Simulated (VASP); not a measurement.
A run of VASP 6.6.1 is set up as follows.

The input INCAR:

```
ALGO = Normal
EDIFF = 1E-6
EDIFFG = -0.005
ENCUT = 600
GGA = PE
IBRION = 2
ISIF = 3
ISMEAR = -1
LASPH = T
LCHARG = F
LREAL = F
LWAVE = F
NELM = 60
NSW = 60
PREC = Accurate
PSTRESS = 940.0
SIGMA = 0.1
```

File KPOINTS:

```
k-points
0
Gamma
  14 14 14
```

The input POSCAR:

```
HfC
1.0
    0.0000000000      2.2213764424      2.2213764424
    2.2213764424      0.0000000000      2.2213764424
    2.2213764424      2.2213764424      0.0000000000
Hf C
1 1
Direct
    0.0000000000      0.0000000000      0.0000000000
    0.2500000000      0.2500000000      0.2500000000
```

Potentials or basis: VASP PAW PBE potentials, release 64 (Hf_pv, C).

Run with:

```sh
$ cat potpaw_PBE.64/Hf_pv/POTCAR potpaw_PBE.64/C/POTCAR > POTCAR
$ mpirun -np 1 vasp_std > vasp.out
```

Task: Predict the band gap on the k mesh.

Result: 0.08 eV (least direct gap 0.43 eV).

Task: What does it give for the relaxed volume?

Result: 11.52 Å³/atom.

Task: What does it give for the relaxed cell?

Result: a = 3.194 Å, b = 3.194 Å, c = 3.194 Å, α = 60.00°, β = 60.00°, γ = 60.00°.

Step by step:
```csv
step,energy change (eV),largest force (eV/Å),pressure (GPa),volume (Å³)
1,0.0000,0.0000,117.91,21.92
2,-2.3900,0.0000,31.45,27.53
3,-0.7867,0.0000,92.16,23.13
4,-0.7334,0.0000,93.94,23.04
```

Caveat: the cell is relaxed towards a set pressure, so the run minimises the enthalpy, not the energy; spin-orbit coupling is left out, which moves the levels of the heavy elements. A k mesh can miss the band edges.
